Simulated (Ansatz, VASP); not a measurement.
Si: VASP beside Ansatz

```
Si
1.0
     0.00000    5.43000    5.43000
     5.43000    0.00000    5.43000
     5.43000    5.43000    0.00000
Si
17
Direct
  0.99989 0.00017 0.00015
  0.12380 0.12500 0.12497
  0.00196 0.00396 0.49734
  0.12388 0.12513 0.62662
  0.00196 0.49736 0.00394
  0.12388 0.62663 0.12511
  0.00211 0.49738 0.49736
  0.12922 0.62386 0.62384
  0.49617 0.00373 0.00371
  0.62634 0.12480 0.12478
  0.49632 0.00374 0.49715
  0.62173 0.13265 0.62317
  0.49632 0.49718 0.00372
  0.62173 0.62318 0.13264
  0.49776 0.50107 0.50106
  0.62181 0.62328 0.62326
  0.74763 0.75110 0.75110
```

Alike in both runs: functional PBEsol; k mesh 2 × 2 × 2; occupations fermi-dirac, width 0.05 eV; no spin polarisation.

Ansatz relaxed the structure, and its values are those at the end. VASP's run is a single point on that final structure, the one shown.

|  | VASP | Ansatz |
| --- | --- | --- |
| version | VASP 6.6.1 | Ansatz 0.2.0 |
| potentials or method | VASP PAW PBE potentials, release 64 (Si), cutoff 520 eV | scalar-relativistic, plane waves, PAW |
| valence electrons in the cell | 68 | 68 |

Ansatz gave:

| Quantity | Value |
| --- | --- |
| rms of the force components (eV/Å) | 0.010 |

Q: What did VASP give for the same quantities?

A: rms of the force components (eV/Å): 0.011.

VASP's potentials were made for PBE, not for PBEsol, and Ansatz warns of the same on its side.

The k mesh is coarse, so the values compare programs but aren't converged.
